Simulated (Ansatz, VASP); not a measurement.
# H in VASP and in Ansatz

File INCAR:

```
PREC     = Accurate       # precision mode
ENCUT    = 520            # plane-wave cutoff, eV
EDIFF    = 1E-6           # SCF threshold, eV
ISMEAR   = 0              # smearing method
SIGMA    = 0.05           # smearing width, eV
LREAL    = False          # projectors in reciprocal space
LASPH    = True           # aspherical terms in the spheres
NELM     = 100            # most SCF steps
ALGO     = Normal         # electronic algorithm
ISIF     = 2              # what is computed and relaxed
LWAVE    = False          # write WAVECAR
LCHARG   = True           # write CHGCAR
GGA      = PS             # functional
LELF     = True           # ELF
LVHAR    = True         
NBANDS   = 6              # bands
```

Contents of KPOINTS:

```
regular mesh
0
Gamma
  10 10 26
```

The input POSCAR:

```
H
1.0
    2.6496387389      0.0000000000      0.0000000000
    0.0000000000      2.6496387389      0.0000000000
    0.0000000000      0.0000000000      1.0589323536
H
1
Direct
    0.0000000000      0.0000000000      0.5000000000
```

Input for Ansatz:

```yaml
crystal:
  lattice:
    - [2.6496387389, 0.0, 0.0]
    - [0.0, 2.6496387389, 0.0]
    - [0.0, 0.0, 1.0589323536]
  atoms:
    - { symbol: H, position: [0.0, 0.0, 0.5] }
basis:
  ecutwfc: 420
kpoints:
  mp_grid: { grid: [10, 10, 26] }
hamiltonian:
  xc: pbesol
scf:
  occupations: { method: gaussian, width: 0.05 }
output:
  forces: true
  stress: true
  eigenvalues: true
```

Change from the starting cell: strain +0.000 along x and y, +0.080 along z, atoms carried along.

Alike in both runs: task single point; functional PBEsol; k mesh 10 × 10 × 26; occupations gaussian, width 0.05 eV; no spin polarisation.

|  | VASP | Ansatz |
| --- | --- | --- |
| version | VASP 6.6.1 | Ansatz 0.2.0 |
| potentials or method | VASP PAW PBE potentials, release 64 (H), cutoff 520 eV | scalar-relativistic, plane waves, PAW |
| valence electrons in the cell | 1 | 1 |

|  | VASP | Ansatz | Ansatz less VASP |
| --- | --- | --- | --- |
| gap on the k mesh at the Fermi level (eV) | none | none | - |
| pressure (GPa) | -5.5 | -5.2 | +0.25 |
| traceless stress, the component that is largest in VASP (GPa) | -12.65 | -12.60 | +0.046 |

VASP's potentials were made for PBE, not for PBEsol. A gap of «none» marks a metal or a gap that the smearing closes. The functional is the same, so the differences come from potentials, cutoffs and numerics.
